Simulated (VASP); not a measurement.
Here is a VASP 6.6.1 calculation.

File INCAR:

```
SYSTEM = Mg2Sn
ALGO     = Normal         ! electronic algorithm
EDIFF    = 1E-6           ! SCF threshold, eV
ENCUT    = 600            ! plane-wave cutoff, eV
GGA      = PE             ! functional
GGA_COMPAT= .False.      
ISIF     = 2              ! what is computed and relaxed
ISMEAR   = -1             ! smearing method
LASPH    = .True.         ! aspherical terms in the spheres
LCHARG   = .False.        ! write CHGCAR
LREAL    = .False.        ! projectors in reciprocal space
LWAVE    = .False.        ! write WAVECAR
NBANDS   = 16             ! bands
NELM     = 120            ! most SCF steps
PREC     = Accurate       ! precision mode
SIGMA    = 0.02           ! smearing width, eV
```

KPOINTS

```
k-points
0
Gamma
  6 6 6
  0 0 0
```

Contents of POSCAR:

```
Mg2Sn
1.0
    0.0000000000      3.4137346349      3.4137346349
    3.4137346349      0.0000000000      3.4137346349
    3.4137346349      3.4137346349      0.0000000000
Sn Mg
1 2
Direct
    0.0000000000      0.0000000000      0.0000000000
    0.2500000000      0.2500000000      0.2500000000
    0.7500000000      0.7500000000      0.7500000000
```

Potentials or basis: VASP PAW PBE potentials, release 64 (Sn_d, Mg).

Command:

```console
$ cat potpaw_PBE.64/Sn_d/POTCAR potpaw_PBE.64/Mg/POTCAR > POTCAR
$ mpirun -np 1 vasp_std > vasp.out
```

(1) Predict the pressure.

(2) What does it give for the band gap on the k mesh?

## Answers

(1) -0.4 GPa.

(2) zero (band 9 reaches 4.08 eV, above the bottom of band 10 at 3.87 eV).

Caveat: the cell differs from its parent crystal (strain +1.0%); spin-orbit coupling is left out, which moves the levels of the heavy elements.
